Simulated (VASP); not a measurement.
# CdTe (Fm-3m) in VASP: a series of runs

The runs below take CdTe through single point, with revPBE+D4, LDA, revPBE, RPBE+D4.

Program: VASP 6.6.1. These are calculated values, not measurements. Logs are shortened: lines on timing, memory, paths and dates and some standing lists are left out, and cuts for length are marked.

## 1. The cell of the first run

It takes space group Fm-3m (No. 225, cubic). The conventional cell has a = 6.013 Å, b = 6.013 Å, c = 6.013 Å, α = 90.00°, β = 90.00°, γ = 90.00°. Within 4.0 Å of Cd (site symmetry m-3m) lie 6 Te at 3.01 Å. Te (site symmetry m-3m) has 6 Cd at 3.01 Å within 4.0 Å.

## 2. Single point, revPBE+D4

Contents of INCAR:

```
SYSTEM = CdTe
  ALGO = Normal
  EDIFF = 1E-6
  ENCUT = 500
  GGA = RE
  GGA_COMPAT = .False.
  ISIF = 2
  ISMEAR = 0
  IVDW = 13
  LASPH = .True.
  LCHARG = .False.
  LREAL = .False.
  LWAVE = .False.
  NBANDS = 16
  NELM = 120
  PREC = Accurate
  SIGMA = 0.05
```

Contents of KPOINTS:

```
k-points
0
Gamma
  6 6 6
  0 0 0
```

Contents of POSCAR:

```
CdTe
1.0
    0.0000000000      3.0066924614      3.0066924614
    3.0066924614      0.0000000000      3.0066924614
    3.0066924614      3.0066924614      0.0000000000
Cd Te
1 1
Direct
    0.5000000000      0.5000000000      0.5000000000
    0.0000000000      0.0000000000      0.0000000000
```

Potentials or basis: VASP PAW PBE potentials, release 64 (Cd, Te).

Command:

```bash
$ cat potpaw_PBE.64/Cd/POTCAR potpaw_PBE.64/Te/POTCAR > POTCAR
$ mpirun -np 1 vasp_std > vasp.out
```

OUTCAR:

```text
SYSTEM = CdTe
   EDIFF = 1E-6
   ENCUT = 500
   GGA = RE
   ISIF = 2
   ISMEAR = 0
   IVDW = 13
   LASPH = .True.
   LREAL = .False.
   NELM = 120
   PREC = Accurate

 ion  position               nearest neighbor table
   1  0.500  0.500  0.500-   2 3.01   2 3.01   2 3.01   2 3.01   2 3.01   2 3.01
   2  0.000  0.000  0.000-   1 3.01   1 3.01   1 3.01   1 3.01   1 3.01   1 3.01

  LATTYP: Found a face centered cubic cell.
 ALAT       =     6.0133849228

  Lattice vectors:

 A1 = (   0.0000000000,   3.0066924614,   3.0066924614)
 A2 = (   3.0066924614,   0.0000000000,   3.0066924614)
 A3 = (   3.0066924614,   3.0066924614,   0.0000000000)

Analysis of symmetry for initial positions (statically):
=====================================================================
 Subroutine PRICEL returns:
 Original cell was already a primitive cell.

 Routine SETGRP: Setting up the symmetry group for a
 face centered cubic supercell.

 Subroutine GETGRP returns: Found 48 space group operations
 (whereof 48 operations were pure point group operations)
 out of a pool of 48 trial point group operations.

The static configuration has the point symmetry O_h .

Analysis of symmetry for dynamics (positions and initial velocities):
=====================================================================
 Subroutine PRICEL returns:
 Original cell was already a primitive cell.

 Routine SETGRP: Setting up the symmetry group for a
 face centered cubic supercell.

 Subroutine GETGRP returns: Found 48 space group operations
 (whereof 48 operations were pure point group operations)
 out of a pool of 48 trial point group operations.

The dynamic configuration has the point symmetry O_h .

 Subroutine INISYM returns: Found 48 space group operations
 (whereof 48 operations are pure point group operations),
 and found     1 'primitive' translations

----------------------------------------------------------------------------------------

                                     Primitive cell

  volume of cell :      54.3622

  direct lattice vectors                    reciprocal lattice vectors
     0.000000000  3.006692461  3.006692461    -0.166295691  0.166295691  0.166295691
     3.006692461  0.000000000  3.006692461     0.166295691 -0.166295691  0.166295691
     3.006692461  3.006692461  0.000000000     0.166295691  0.166295691 -0.166295691

  length of vectors
     4.252105257  4.252105257  4.252105257     0.288032586  0.288032586  0.288032586

  position of ions in fractional coordinates (direct lattice)
     0.500000000  0.500000000  0.500000000
     0.000000000  0.000000000  0.000000000

  ion indices of the primitive-cell ions
   primitive index   ion index
                 1           1
                 2           2

----------------------------------------------------------------------------------------

 KPOINTS: k-points

Automatic generation of k-mesh.
 Grid dimensions read from file:
 generate k-points for:    6    6    6

 Generating k-lattice:

  Cartesian coordinates                     Fractional coordinates (reciprocal lattice)
    -0.027715948  0.027715948  0.027715948     0.166666667  0.000000000  0.000000000
     0.027715948 -0.027715948  0.027715948     0.000000000  0.166666667  0.000000000
     0.027715948  0.027715948 -0.027715948     0.000000000  0.000000000  0.166666667

  Length of vectors
     0.048005431  0.048005431  0.048005431

  Shift w.r.t. Gamma in fractional coordinates (k-lattice)
     0.000000000  0.000000000  0.000000000

 Subroutine IBZKPT returns following result:
 ===========================================

 Found     16 irreducible k-points:

 Following reciprocal coordinates:
            Coordinates               Weight
  0.000000  0.000000  0.000000      1.000000
  0.166667  0.000000  0.000000      8.000000
  0.333333  0.000000  0.000000      8.000000
  0.500000  0.000000  0.000000      4.000000
  0.166667  0.166667  0.000000      6.000000
  0.333333  0.166667  0.000000     24.000000
[... 8 lines left out ...]
 -0.333333  0.333333  0.166667     24.000000
 -0.333333  0.500000  0.166667     12.000000
   k-points           NKPTS =     16   k-points in BZ     NKDIM =     16   number of bands    NBANDS=     16
   number of dos      NEDOS =    301   number of ions     NIONS =      2
   total plane-waves  NPLWV =  32768
   dimension x,y,z NGX =    32 NGY =   32 NGZ =   32
   dimension x,y,z NGXF=    64 NGYF=   64 NGZF=   64
   ions per type =               1   1
   NGX,Y,Z   is equivalent  to a cutoff of  12.51, 12.51, 12.51 a.u.
   NGXF,Y,Z  is equivalent  to a cutoff of  25.02, 25.02, 25.02 a.u.
 SYSTEM =  CdTe
   PREC   = accura    normal or accurate (medium, high low for compatibility)
   ISTART =      0    job   : 0-new  1-cont  2-samecut
   ICHARG =      2    charge: 1-file 2-atom 10-const
   ISPIN  =      1    spin polarized calculation?
   LNONCOLLINEAR =      F non collinear calculations
   LSORBIT =      F    spin-orbit coupling
   LASPH  =      T    aspherical Exc in radial PAW
   ENCUT  =  500.0 eV  36.75 Ry    6.06 a.u.   7.75  7.75  7.75*2*pi/ulx,y,z
   NELM   =    120;   NELMIN=  2; NELMDL= -5     # of ELM steps
   EDIFF  = 0.1E-05   stopping-criterion for ELM
   LREAL  =      F    real-space projection
   EDIFFG = 0.1E-04   stopping-criterion for IOM
   NSW    =      0    number of steps for IOM
   IBRION =     -1    ionic relax: 0-MD 1-quasi-New 2-CG
   NFREE  =      0    steps in history (QN), initial steepest desc. (CG)
   ISIF   =      2    stress and relaxation
   ISYM   =      2    0-nonsym 1-usesym 2-fastsym
   POTIM  = 0.5000    time-step for ionic-motion
   TEBEG  =    0.0;   TEEND  =   0.0 temperature during run
   PSTRESS=    0.0 pullay stress
   NELECT =      18.0000    total number of electrons
   NUPDOWN=      -1.0000    fix difference up-down
   EMIN   =  10.00;   EMAX   =-10.00  energy-range for DOS
   EFERMI =   0.00;   METHOD = LEGACY
   ISMEAR =     0;   SIGMA  =   0.05  broadening in eV -4-tet -1-fermi 0-gaus
   EFERMI_NEDOS =   21; number of points for ismear=-14 and -15
   IALGO  =     38    algorithm
   IMIX   =      4    mixing-type and parameters
     AMIX     =   0.40;   BMIX     =  1.00
     AMIX_MAG =   1.60;   BMIX_MAG =  1.00
  volume/ion in A,a.u.               =      27.18       183.43
  Fermi-wavevector in a.u.,A,eV,Ry     =   1.132574  2.140255 17.452523  1.282724
  Thomas-Fermi vector in A             =   2.269276
   LORBIT       =      0    0 simple, 1 ext, 2 COOP (PROOUT), +10 PAW based schemes
   GGA     = RE    functional components
   LHFCALC =     F    Hartree Fock is set to
   AEXX    =    0.0000 exact exchange contribution
   IVDW    =    13    specifies the selected vdW correction
   LEPSILON=     F    determine dielectric tensor
   LRPA    =     F    only Hartree local field effects (RPA)
 non-spin polarized calculation
 Gauss-broadening in eV      SIGMA  =   0.05
  energy-cutoff  :      500.00
  volume of cell :       54.36
 maximum number of plane-waves:      1411
   NGX = 15   NGY = 15   NGZ = 15

 number of electron      17.9999992 magnetization

 Free energy of the ion-electron system (eV)
  ---------------------------------------------------
  ext. energy  EPLUGINS =         0.00000000
  ---------------------------------------------------
  free energy    TOTEN  =        -3.73971671 eV

  energy without entropy =       -3.73735320  energy(sigma->0) =       -3.73853496

 E-fermi :   4.5800     XC(G=0):  -9.8406

 val. band max:        4.5739391685   @ k =   0.3333   0.3333   0.0000
 cond. band min:       4.5827520662   @ k =  -0.1667   0.1667   0.0000
 fundamental gap:      0.0088128977
 Fermi energy:         4.5799669929

 k-point     1 :       0.0000    0.0000    0.0000
  band No.  band energies     occupation
      1      -7.3457      2.00000
      2      -3.9583      2.00000
      3      -3.9583      2.00000
      4      -3.9171      2.00000
      5      -3.9171      2.00000
      6      -3.9171      2.00000
[... 8 lines left out ...]
     15      12.3990      0.00000
     16      12.3990      0.00000

 k-point     2 :       0.1667    0.0000    0.0000
  band No.  band energies     occupation
      1      -7.1108      2.00000
      2      -3.9989      2.00000
      3      -3.9989      2.00000
      4      -3.9283      2.00000
      5      -3.8961      2.00000
      6      -3.8961      2.00000
[... 8 lines left out ...]
     15      12.3806      0.00000
     16      12.3806      0.00000

 k-point     3 :       0.3333    0.0000    0.0000
  band No.  band energies     occupation
      1      -6.5299      2.00000
      2      -4.0839      2.00000
      3      -4.0839      2.00000
      4      -3.9686      2.00000
      5      -3.8477      2.00000
      6      -3.8477      2.00000
[... 8 lines left out ...]
     15      13.9077      0.00000
     16      13.9077      0.00000

 k-point     4 :       0.5000    0.0000    0.0000
  band No.  band energies     occupation
      1      -6.1411      2.00000
      2      -4.1259      2.00000
      3      -4.1259      2.00000
      4      -4.0148      2.00000
      5      -3.8229      2.00000
      6      -3.8229      2.00000
[... 8 lines left out ...]
     15      15.7201      0.00000
     16      15.7201      0.00000
[... 172 lines left out ...]
 k-point    14 :       0.5000    0.3333    0.1667
  band No.  band energies     occupation
      1      -6.3863      2.00000
      2      -4.0262      2.00000
      3      -3.9451      2.00000
      4      -3.9075      2.00000
      5      -3.8219      2.00000
      6      -3.6664      2.00000
[... 8 lines left out ...]
     15      15.9465      0.00000
     16      16.0845      0.00000

 k-point    15 :      -0.3333    0.3333    0.1667
  band No.  band energies     occupation
      1      -6.2563      2.00000
      2      -4.0580      2.00000
      3      -3.9245      2.00000
      4      -3.9052      2.00000
      5      -3.7991      2.00000
      6      -3.4395      2.00000
[... 8 lines left out ...]
     15      14.5097      0.00000
     16      17.0996      0.00000

 k-point    16 :      -0.3333    0.5000    0.1667
  band No.  band energies     occupation
      1      -6.3322      2.00000
      2      -3.9957      2.00000
      3      -3.9543      2.00000
      4      -3.8502      2.00000
      5      -3.7791      2.00000
      6      -3.1413      2.00000
[... 8 lines left out ...]
     15      16.0633      0.00000
     16      17.6918      0.00000

------------------------ aborting loop because EDIFF is reached ----------------------------------------

  DFT-D4 for vdW energy calculation

  Edisp (eV):   -1.49228

  FORCE on cell =-STRESS in cart. coord.  units (eV):
  Direction    XX          YY          ZZ          XY          YZ          ZX
  --------------------------------------------------------------------------------------
  -------------------------------------------------------------------------------------
  Total       0.11029     0.11029     0.11029     0.00000     0.00000    -0.00000
  in kB       3.25050     3.25050     3.25050     0.00000     0.00000    -0.00000
  external pressure =        3.25 kB  Pullay stress =        0.00 kB

 VOLUME and BASIS-vectors are now :
 -----------------------------------------------------------------------------
  energy-cutoff  :      500.00
  volume of cell :       54.36
      direct lattice vectors                 reciprocal lattice vectors
     0.000000000  3.006692461  3.006692461    -0.166295691  0.166295691  0.166295691
     3.006692461  0.000000000  3.006692461     0.166295691 -0.166295691  0.166295691
     3.006692461  3.006692461  0.000000000     0.166295691  0.166295691 -0.166295691

 POSITION                                       TOTAL-FORCE (eV/Angst)
 -----------------------------------------------------------------------------------
      3.00669      3.00669      3.00669         0.000000     -0.000000     -0.000000
      0.00000      0.00000      0.00000        -0.000000      0.000000      0.000000
 -----------------------------------------------------------------------------------
    total drift:                               -0.000000     -0.000000      0.000000

  FREE ENERGIE OF THE ION-ELECTRON SYSTEM (eV)
  ---------------------------------------------------
  free  energy   TOTEN  =        -5.2319954954 eV

  energy  without entropy=       -5.2296319899  energy(sigma->0) =       -5.23081374
```

It took 16 s on 1 thread of Intel Xeon 6975P-C, shared host; peak memory 0.18 GiB.

What came out:

* Free energy: -5.2320 eV
* Pressure: 0.3 GPa
* Band gap on the k mesh: zero (band 9 reaches 4.58 eV, above the bottom of band 10 at 3.23 eV)
* Dispersion energy per atom: -0.746 eV

Caveat: the PAW data sets were made with another functional, which shifts forces and pressure a little; spin-orbit coupling is left out, which moves the levels of the heavy elements; pairwise dispersion overbinds metals, which lowers pressure and volume.

## 3. Single point, LDA

This run uses another cell than the first one, of 31.17 Å³/atom, 1.147 times its volume.

Contents of INCAR:

```
PREC = Accurate ; ENCUT = 500
EDIFF = 1E-6 ; ISMEAR = 0
SIGMA = 0.05 ; LREAL = F
LASPH = T ; NELM = 120
ALGO = Normal ; ISIF = 2
LWAVE = F ; LCHARG = F
GGA = CA ; NBANDS = 16
GGA_COMPAT = F
```

Contents of KPOINTS:

```
Automatic mesh
0
Gamma
  6 6 6
```

Contents of POSCAR:

```
CdTe
1.0
    0.0000000000      3.1469837213      3.1469837213
    3.1469837213      0.0000000000      3.1469837213
    3.1469837213      3.1469837213      0.0000000000
Cd Te
1 1
Direct
    0.5000000000      0.5000000000      0.5000000000
    0.0000000000      0.0000000000      0.0000000000
```

Potentials or basis: VASP PAW LDA potentials, release 64 (Cd, Te).

Command:

```bash
$ cat potpaw_LDA.64/Cd/POTCAR potpaw_LDA.64/Te/POTCAR > POTCAR
$ mpirun -np 1 vasp_std > vasp.out
```

Wall time 13 s (1 thread of Intel Xeon 6975P-C, shared host); peak memory 0.16 GiB.

The run converged. Its results:

```
Free energy            : -5.5474 eV
Pressure               : -6.8 GPa
Band gap on the k mesh : zero (band 9 reaches 2.93 eV, above the bottom of band 10 at 1.50 eV)
```

Levels at points of the mesh, in eV from the Fermi level:
| k point | band 7 | band 8 | band 9 | band 10 | band 11 | band 12 |
| --- | --- | --- | --- | --- | --- | --- |
| (0.00, 0.00, 0.00) | -0.40 | -0.40 | -0.40 | -0.28 | 7.04 | 7.04 |
| (0.50, 0.00, 0.00) | -4.76 | -0.07 | -0.07 | 2.62 | 3.93 | 3.93 |
| (0.50, 0.50, 0.00) | -3.61 | -1.80 | -1.80 | -1.40 | 4.37 | 8.43 |

Caveat: spin-orbit coupling is left out, which moves the levels of the heavy elements.

## 4. Single point, revPBE

This run uses another cell than the first one, of 32.21 Å³/atom, 1.185 times its volume.

Contents of INCAR:

```
SYSTEM = CdTe
PREC = Accurate
ENCUT = 500
EDIFF = 1E-6
ISMEAR = 0
SIGMA = 0.05
LREAL = .FALSE.
LASPH = .TRUE.
NELM = 120
ALGO = Normal
ISIF = 2
LWAVE = .FALSE.
LCHARG = .TRUE.
GGA = RE
LELF = .TRUE.
LVHAR = .TRUE.
NBANDS = 16
GGA_COMPAT = .FALSE.
```

Contents of KPOINTS:

```
regular mesh
0
G
  6 6 6
  0 0 0
```

Contents of POSCAR:

```
CdTe
1.0
    0.0000000000      3.1815900149      3.1815900149
    3.1815900149      0.0000000000      3.1815900149
    3.1815900149      3.1815900149      0.0000000000
Cd Te
1 1
Direct
    0.5000000000      0.5000000000      0.5000000000
    0.0000000000      0.0000000000      0.0000000000
```

Potentials or basis: VASP PAW PBE potentials, release 64 (Cd, Te).

Command:

```bash
$ cat potpaw_PBE.64/Cd/POTCAR potpaw_PBE.64/Te/POTCAR > POTCAR
$ mpirun -np 1 vasp_std > vasp.out
```

Run time: 27 s. Hardware: 1 thread of Intel Xeon 6975P-C, shared host; peak memory 0.2 GiB.

Results (log left out):

```yaml
Free_energy: -3.7679 eV
Pressure: -2.6 GPa
Band_gap_on_the_k_mesh: zero (band 9 reaches 2.91 eV, above the bottom of band 10 at 1.70 eV)
```

Levels at points of the mesh, in eV from the Fermi level:
```csv
k point,band 5,band 6,band 7,band 8,band 9,band 10,band 11,band 12,band 13,band 14
"(0.00, 0.00, 0.00)",-8.20,-8.20,-0.39,-0.39,-0.39,-0.18,7.01,7.01,7.01,7.31
"(0.50, 0.00, 0.00)",-8.15,-8.15,-4.55,-0.11,-0.11,2.77,4.03,4.03,4.05,9.68
"(0.50, 0.50, 0.00)",-8.12,-7.64,-3.42,-1.71,-1.71,-1.23,4.46,8.41,8.41,8.90
```

Caveat: the PAW data sets were made with another functional, which shifts forces and pressure a little; spin-orbit coupling is left out, which moves the levels of the heavy elements.

## 5. Single point, RPBE+D4

This run uses another cell than the first one, of 31.47 Å³/atom, 1.158 times its volume.

Contents of INCAR:

```
SYSTEM = CdTe
  PREC = Accurate
  ENCUT = 500
  EDIFF = 1E-6
  ISMEAR = 0
  SIGMA = 0.05
  LREAL = .FALSE.
  LASPH = .TRUE.
  NELM = 120
  ALGO = Normal
  ISIF = 2
  LWAVE = .FALSE.
  LCHARG = .TRUE.
  GGA = RP
  IVDW = 13
  LELF = .TRUE.
  LVHAR = .TRUE.
  NBANDS = 16
  GGA_COMPAT = .FALSE.
```

Contents of KPOINTS:

```
Automatic mesh
0
G
  6 6 6
  0 0 0
```

Contents of POSCAR:

```
CdTe
1.0
    0.0000000000      3.1570322708      3.1570322708
    3.1570322708      0.0000000000      3.1570322708
    3.1570322708      3.1570322708      0.0000000000
Cd Te
1 1
Direct
    0.5000000000      0.5000000000      0.5000000000
    0.0000000000      0.0000000000      0.0000000000
```

Command:

```bash
$ cat potpaw_PBE.64/Cd/POTCAR potpaw_PBE.64/Te/POTCAR > POTCAR
$ mpirun -np 1 vasp_std > vasp.out
```

Run time: 24 s. Hardware: 1 thread of Intel Xeon 6975P-C, shared host; peak memory 0.21 GiB.

Results (log left out):

* Free energy: -5.1718 eV
* Pressure: -5.6 GPa
* Band gap on the k mesh: zero (band 9 reaches 3.15 eV, above the bottom of band 10 at 1.95 eV)
* Dispersion energy per atom: -0.734 eV

Levels at points of the mesh, in eV from the Fermi level:
```
           k point  band 5  band 6  band 7  band 8  band 9  band 10  band 11  band 12  band 13  band 14
(0.00, 0.00, 0.00)   -8.24   -8.24   -0.41   -0.41   -0.41    -0.07     7.02     7.02     7.02     7.41
(0.50, 0.00, 0.00)   -8.19   -8.19   -4.65   -0.11   -0.11     2.78     4.03     4.03     4.19     9.79
(0.50, 0.50, 0.00)   -8.16   -7.64   -3.54   -1.78   -1.78    -1.22     4.43     8.57     8.57     9.10
```

Caveat: the PAW data sets were made with another functional, which shifts forces and pressure a little; spin-orbit coupling is left out, which moves the levels of the heavy elements; pairwise dispersion overbinds metals, which lowers pressure and volume.

## 6. The runs side by side

```csv
level,potentials or basis,cell,gap on the mesh (eV),pressure (GPa)
revPBE+D4,"VASP PAW PBE potentials, release 64 (Cd, Te)","a = 4.252 Å, angles 60.0°, 2 atoms",none,0.3
LDA,"VASP PAW LDA potentials, release 64 (Cd, Te)","a = 4.451 Å, angles 60.0°, 2 atoms",none,-6.8
revPBE,"VASP PAW PBE potentials, release 64 (Cd, Te)","a = 4.499 Å, angles 60.0°, 2 atoms",none,-2.6
RPBE+D4,"VASP PAW PBE potentials, release 64 (Cd, Te)","a = 4.465 Å, angles 60.0°, 2 atoms",none,-5.6
```

Alike in all rows: task single point; no spin polarisation; k mesh 6 × 6 × 6; cutoff (eV) 500; smearing gaussian 0.05 eV.

Caveats: spin-orbit coupling is left out, which moves the levels of the heavy elements; the PAW data sets were made with another functional, which shifts forces and pressure a little (some runs); pairwise dispersion overbinds metals, which lowers pressure and volume (some runs).

Total energies depend on the potentials used, so only differences within one code and one set of settings carry meaning.
